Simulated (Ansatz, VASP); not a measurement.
# Two plane-wave programs on Na

```
Na
1.0
    -2.11750    2.08574    2.11750
     2.11750   -2.08574    2.11750
     2.11750    2.08574   -2.11750
Na
1
Direct
  0.00000 0.00000 0.00000
```

Change from the starting cell: strain -0.0150 x Voigt [0, 1, 0, 0, 0, 0], atoms carried along.

Alike in both runs: task single point; functional PBE; k mesh 16 × 16 × 16; occupations gaussian, width 0.15 eV; no spin polarisation.

```csv
,VASP,Ansatz
version,VASP 6.6.1,Ansatz 0.2.0
potentials or method,"VASP PAW PBE potentials, release 64 (Na_pv), cutoff 520 eV","scalar-relativistic, plane waves, PAW"
valence electrons in the cell,7,9
```

|  | VASP | Ansatz | Ansatz less VASP |
| --- | --- | --- | --- |
| gap on the k mesh at the Fermi level (eV) | none | none | - |
| pressure (GPa) | -0.1 | -0.1 | 0.00 |

A gap of «none» marks a metal or a gap that the smearing closes. VASP's potentials hold 7 valence electrons a cell and Ansatz's 9, so a difference there can come from the potentials and not from the codes.
